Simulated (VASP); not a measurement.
Wanted: the native input for a VASP 6.6.1 run.

* Task: single point
* Functional: PBE
* Potentials or basis: VASP PAW PBE potentials, release 64 (In_d, P)
* Cutoff: 520 eV
* k mesh: 14 × 14 × 14
* Occupations: gaussian, width 0.15 eV
* Spin: no spin polarisation
* Dipole correction: no
* Further INCAR settings: ALGO = Normal; EDIFF = 1e-06; NBANDS = 16

The structure of InP lies in POSCAR:

```
InP
1.0
    0.0000000000      2.7701982124      2.7701982124
    2.5762843375      0.0000000000      2.7701982124
    2.5762843375      2.7701982124      0.0000000000
In P
1 1
Direct
   -0.0136966031      0.0136966031      0.0136966031
    0.5507725402      0.4492274598      0.4492274598
```

This cell differs from its parent crystal: mode 4 frozen in at -0.281 Å, normal strain along x -0.0700.

One way to write it, as run:

INCAR

```
SYSTEM = InP
PREC = Accurate
ENCUT = 520
EDIFF = 1E-6
ISMEAR = 0
SIGMA = 0.15
LREAL = .False.
LASPH = .True.
NELM = 80
ALGO = Normal
ISIF = 2
LWAVE = .False.
LCHARG = .False.
GGA = PE
NBANDS = 16
```

KPOINTS

```
Automatic mesh
0
Gamma
  14 14 14
  0 0 0
```

Potentials or basis: VASP PAW PBE potentials, release 64 (In_d, P).

The run is started by

```console
$ cat potpaw_PBE.64/In_d/POTCAR potpaw_PBE.64/P/POTCAR > POTCAR
$ mpirun -np 1 vasp_std > vasp.out
```

Results of the run:

| Quantity | Value |
| --- | --- |
| Pressure | 14.1 GPa |
| Largest force | 3.791 eV/Å |
| Band gap on the k mesh | zero (band 9 reaches 8.20 eV, above the bottom of band 10 at 5.53 eV) |

Caveat: the cell differs from its parent crystal (mode 4 frozen in at -0.281 Å, normal strain along x -0.0700); spin-orbit coupling is left out, which moves the levels of the heavy elements; forces of over 1 eV/Å act on the atoms, so gaps and moduli don't describe the material at rest.

Run time: 88 s on 1 thread of Intel(R) Xeon(R) 6975P-C (Granite Rapids) (shared host), peak memory 0.27 GiB.
